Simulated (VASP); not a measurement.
Runs of VASP 6.6.1 on ZnInO. The structure is that of space group P-6m2 (No. 187), or close to it. The cells are those of the table. The cell was built from a structure type or drawn by symmetry, and may not be a known phase.

| task | spin | cell | gap on the mesh (eV) | pressure (GPa) | moment (μB) |
| --- | --- | --- | --- | --- | --- |
| single point | off | a = 4.013, b = 4.013, c = 3.542 Å, angles 90.0, 90.0, 120.0°, 3 atoms | none | 14.3 | - |
| single point | collinear, ferromagnetic start | a = 4.381, b = 4.381, c = 3.201 Å, angles 90.0, 90.0, 120.0°, 3 atoms | none | 0.4 | (a) |
| single point | collinear, ferromagnetic start | a = 4.013, b = 4.013, c = 3.542 Å, angles 90.0, 90.0, 120.0°, 3 atoms | none | 14.3 | 0.00 |
| relaxation of cell and atoms | off | relaxed from a = 4.013, b = 4.013, c = 3.542 Å, angles 90.0, 90.0, 120.0°, 3 atoms | none | -0.1 | - |
| single point | off | a = 4.381, b = 4.381, c = 3.201 Å, angles 90.0, 90.0, 120.0°, 3 atoms | none | 0.1 | - |

Alike in all rows: level PBE; potentials or basis VASP PAW PBE potentials, release 64 (Zn, In_d, O); k mesh 6 × 6 × 6; cutoff (eV) 600; smearing gaussian 0.1 eV.

Question: Estimate the missing entries.

Answer: (a) 0.46.

Caveats: spin-orbit coupling is left out, which moves the levels of the heavy elements; an odd number of electrons without spin polarisation forces a metal (at least some runs); a magnetic or distorted state may lie lower (at least some runs); the cell stands under pressure (at least some runs).

A k mesh can miss the band edges, and the runs leave out spin-orbit coupling on In.

A gap of «none» marks levels without a gap at the run's occupations.
